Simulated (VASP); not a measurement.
## Ta: single point with PBE

Crystal: Ta.

```
Ta
1.0
    -1.65939    1.65939    1.65939
     1.65939   -1.65939    1.65939
     1.65939    1.65939   -1.65939
Ta
1
Cartesian
  0.0000 0.0000 0.0000
```

```
Program             : VASP 6.6.1
Task                : single point
Functional          : PBE
Potentials or basis : VASP PAW PBE potentials, release 64 (Ta_pv)
Cutoff              : 520 eV
k mesh              : 18 × 18 × 18
Occupations         : gaussian, width 0.1 eV
Spin                : no spin polarisation
```

```json
{"Pressure": "0.1 GPa"}
```

Levels at points of the mesh, in eV from the Fermi level:
```
           k point  band 3  band 4  band 5  band 6  band 7  band 8
(0.00, 0.00, 0.00)  -33.14   -7.87    0.72    0.72    0.72    3.95
(0.50, 0.00, 0.00)  -33.15   -4.32   -1.51    1.51    3.82    4.83
(0.50, 0.50, 0.50)  -33.92   -3.73   -3.73    6.71    6.71    6.71
```

Run time: 12 s on 1 thread of Intel(R) Xeon(R) 6975P-C (Granite Rapids), on a shared host, peak memory 0.17 GiB.

Caveat: spin-orbit coupling is left out, which moves the levels of the heavy elements.
